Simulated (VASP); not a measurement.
A run of VASP 6.6.1 is set up as follows.

The input INCAR:

```
PREC     = Accurate       # precision mode
ENCUT    = 520            # plane-wave cutoff, eV
EDIFF    = 1E-7           # SCF threshold, eV
ISMEAR   = 0              # smearing method
SIGMA    = 0.1            # smearing width, eV
LREAL    = False          # projectors in reciprocal space
LASPH    = True           # aspherical terms in the spheres
NELM     = 150            # most SCF steps
ALGO     = Normal         # electronic algorithm
ISIF     = 2              # what is computed and relaxed
LWAVE    = False          # write WAVECAR
LCHARG   = True           # write CHGCAR
ISPIN    = 2              # spin polarisation
MAGMOM   = 2.44 2.44      # initial moments
LORBIT   = 11             # projections on sites
LMAXMIX  = 4              # l up to which the mixer works
GGA      = PE             # functional
LELF     = True           # ELF
LVHAR    = True         
NBANDS   = 19             # bands
```

File KPOINTS:

```
regular mesh
0
Gamma
  8 8 8
```

The input POSCAR:

```
Fe
1.0
   -2.2873378134      2.2873378134      1.2260849782
    2.2873378134     -2.2873378134      1.2260849782
    2.2873378134      2.2873378134     -1.2260849782
Fe
2
Direct
    0.0000000000      0.0000000000      0.0000000000
    0.7500000000      0.2500000000      0.5000000000
```

Potentials or basis: VASP PAW PBE potentials, release 64 (Fe).

Run with:

```console
$ cat potpaw_PBE.64/Fe/POTCAR > POTCAR
$ mpirun -np 1 vasp_std > vasp.out
```

**Question.** What does it give for the site moments?

**Answer.** Fe +2.52 μB.

**Question.** What does it give for the net moment?

**Answer.** 5.05 μB per cell.

**Question.** Estimate the pressure.

**Answer.** -0.1 GPa.

Stress tensor (GPa, compression positive):
```
-0.13  0.00  0.00
 0.00 -0.13  0.00
 0.00  0.00  0.06
```

Caveat: the k points lie up to 0.36 Å⁻¹ apart.
